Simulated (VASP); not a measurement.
# SnO: relaxation of cell and atoms with PBE

Crystal: SnO.

```xyz
2
Lattice="0.0000 2.7379 2.7379 2.7379 0.0000 2.7379 2.7379 2.7379 0.0000" Properties=species:S:1:pos:R:3 pbc="T T T"
Sn    1.3689    1.3689    1.3689
O     0.0000    0.0000    0.0000
```

```yaml
Program: VASP 6.6.1
Task: relaxation of cell and atoms
Functional: PBE
Potentials_or_basis: VASP PAW PBE potentials, release 64 (Sn_d, O)
Cutoff: 600 eV
k_mesh: 18 × 18 × 18
Occupations: gaussian, width 0.1 eV
Spin: no spin polarisation
Dipole_correction: no
Further_INCAR_settings: ALGO = Normal; EDIFF = 1e-07; IBRION = 2; EDIFFG = -0.01; NSW = 100; ISIF = 3
```

The pressure after relaxing is 0.1 GPa and the band gap on the k mesh is zero (band 10 reaches 5.73 eV, above the bottom of band 11 at 5.54 eV).

Final structure:
```
Sn O
1.0
     0.00000    2.73786    2.73786
     2.73786    0.00000    2.73786
     2.73786    2.73786    0.00000
Sn O
1 1
Direct
  0.25000 0.25000 0.25000
  0.00000 0.00000 0.00000
```

Levels at points of the mesh, in eV from the Fermi level:
| k point | band 8 | band 9 | band 10 | band 11 | band 12 | band 13 |
| --- | --- | --- | --- | --- | --- | --- |
| (0.00, 0.00, 0.00) | -3.43 | -3.43 | -3.43 | 4.44 | 4.44 | 4.44 |
| (0.50, 0.00, 0.00) | -3.84 | -3.84 | -2.32 | 1.74 | 4.59 | 4.59 |
| (0.50, 0.50, 0.00) | -4.57 | -4.57 | -0.49 | -0.14 | 5.17 | 5.17 |

Wall time 110 s on 1 thread of AMD EPYC 7R43 64-Core Processor (Zen 3), on a shared host, peak memory 0.24 GiB.

Caveat: the relaxation stopped at its first step, so nothing moved; spin-orbit coupling is left out, which moves the levels of the heavy elements.
